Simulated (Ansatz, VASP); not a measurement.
**One calculation of LaTl, two programs**

```
La Tl
1.0
     3.44103    0.00000    0.00000
     0.00000    3.44103    0.00000
     0.00000    0.00000    3.44103
La Tl
1 1
Direct
  0.00000 0.00000 0.00000
  0.50000 0.50000 0.50000
```

Change from the starting cell: volume scaled by 0.65, LAPW.

Alike in both runs: task single point; functional LDA; k mesh 9 × 9 × 9; occupations fermi-dirac, width 0.05 eV; no spin polarisation.

|  | VASP | Ansatz |
| --- | --- | --- |
| version | VASP 6.6.1 | Ansatz 0.2.0 |
| potentials or method | VASP PAW LDA potentials, release 64 (La, Tl_d), cutoff 520 eV | all-electron LAPW, scalar-relativistic |

|  | VASP | Ansatz | Ansatz less VASP |
| --- | --- | --- | --- |
| pressure (GPa) | 45.5 | 45.3 | -0.21 |

LDA's correlation is that of Perdew and Zunger in VASP and of Perdew and Wang (1992) in Ansatz. Both programs put the cell under a high pressure, so it lies far from rest at this level. Ansatz ran all-electron here, and VASP with PAW potentials.

Neither program's run includes spin-orbit coupling.
